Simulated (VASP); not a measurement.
OsI, 2 atoms in the cell. The structure is cubic, space group Pm-3m (No. 221). The conventional cell has a = 3.840 Å, b = 3.840 Å, c = 3.840 Å, α = 90.00°, β = 90.00°, γ = 90.00°. Os (site symmetry m-3m) has 8 I at 3.33 Å and 6 Os at 3.84 Å within 4.4 Å. Within 4.4 Å of I (site symmetry m-3m) lie 8 Os at 3.33 Å and 6 I at 3.84 Å. 

- Program: VASP 6.6.1
- Task: single point
- Functional: PBEsol
- Potentials or basis: VASP PAW PBE potentials, release 64 (Os, I)
- Cutoff: 520 eV
- k mesh: 6 × 6 × 6
- Occupations: gaussian, width 0.025 eV
- Spin: non-collinear spin, zero start, spin-orbit coupling
- Starting moments: [[0.0, 0.0, 0.0], [0.0, 0.0, 0.0]] μB
- Dipole correction: no
- Further INCAR settings: ALGO = Normal; EDIFF = 1e-06; NBANDS = 27

Potentials or basis: VASP PAW PBE potentials, release 64 (Os, I).

The run is started by

```bash
$ cat potpaw_PBE.64/Os/POTCAR potpaw_PBE.64/I/POTCAR > POTCAR
$ mpirun -np 1 vasp_ncl > vasp.out
```

Hardware: 1 thread of Intel(R) Xeon(R) Platinum 8559C (Emerald Rapids) (shared host).

Estimate the wall time of this run.

Wall time 35 s on 1 thread of Intel(R) Xeon(R) Platinum 8559C (Emerald Rapids) (shared host), peak memory 0.29 GiB. Counts: scf iterations 15, k points 20.
